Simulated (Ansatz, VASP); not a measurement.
BAs in VASP and in Ansatz

The input POSCAR:

```
BAs
1.0
    0.0000000000      2.4353452264      2.4353452264
    2.4353452264      0.0000000000      2.4353452264
    2.4353452264      2.4353452264      0.0000000000
As B
1 1
Direct
    0.7500000000      0.7500000000      0.7500000000
    0.0000000000      0.0000000000      0.0000000000
```

The input INCAR.step1:

```
  PREC = Accurate
  ENCUT = 620
  ISMEAR = -1
  SIGMA = 0.05
  LREAL = False
  LASPH = True
  NELM = 120
  NBANDS = 16
  GGA = PE
  ALGO = Normal
  EDIFF = 1E-5
  LWAVE = True
  LCHARG = False
  GGA_COMPAT = False
```

Contents of INCAR.step2:

```
  PREC = Accurate
  ENCUT = 620
  EDIFF = 1E-6
  ISMEAR = -1
  SIGMA = 0.05
  LREAL = False
  LASPH = True
  NELM = 120
  ALGO = Normal
  ISIF = 2
  LWAVE = False
  LCHARG = False
  METAGGA = R2SCAN
  LMIXTAU = True
  LUSE_VDW = True
  IVDW_NL = 2
  BPARAM = 11.95
  CPARAM = 0.0093
  NBANDS = 16
  ISTART = 1
  GGA_COMPAT = False
```

Contents of KPOINTS:

```
Automatic mesh
0
Gamma
  10 10 10
```

input.yaml

```yaml
crystal:
  lattice:
    - [0.0, 2.4353452264, 2.4353452264]
    - [2.4353452264, 0.0, 2.4353452264]
    - [2.4353452264, 2.4353452264, 0.0]
  atoms:
    - { symbol: As, position: [0.75, 0.75, 0.75] }
    - { symbol: B, position: [0.0, 0.0, 0.0] }
hamiltonian:
  xc: r2scan
  pseudopotentials: { kind: paw }
  dispersion: rvv10
kpoints:
  mp_grid: { grid: [10, 10, 10] }
scf:
  occupations: { method: fermi_dirac, width: 0.05 }
output:
  forces: true
  stress: true
  eigenvalues: true
```

Alike in both runs: task single point; functional r2SCAN; dispersion rVV10; k mesh 10 × 10 × 10; occupations fermi-dirac, width 0.05 eV; no spin polarisation.

|  | VASP | Ansatz |
| --- | --- | --- |
| version | VASP 6.6.1 | Ansatz 0.2.0 |
| potentials or method | VASP PAW PBE potentials, release 64 (As_d, B) | Ansatz PAW |
| plane-wave cutoff (eV) | 620 | 500 |
| valence electrons in the cell | 18 | 18 |

|  | VASP | Ansatz | Ansatz less VASP |
| --- | --- | --- | --- |
| gap on the k mesh at the Fermi level (eV) | 1.39 | 1.39 | +0.006 |
| least direct gap on the mesh (eV) | 3.36 | 3.37 | +0.013 |
| pressure (GPa) | -7.6 | -7.6 | -0.03 |

VASP's potentials were made for PBE, not for r2SCAN.
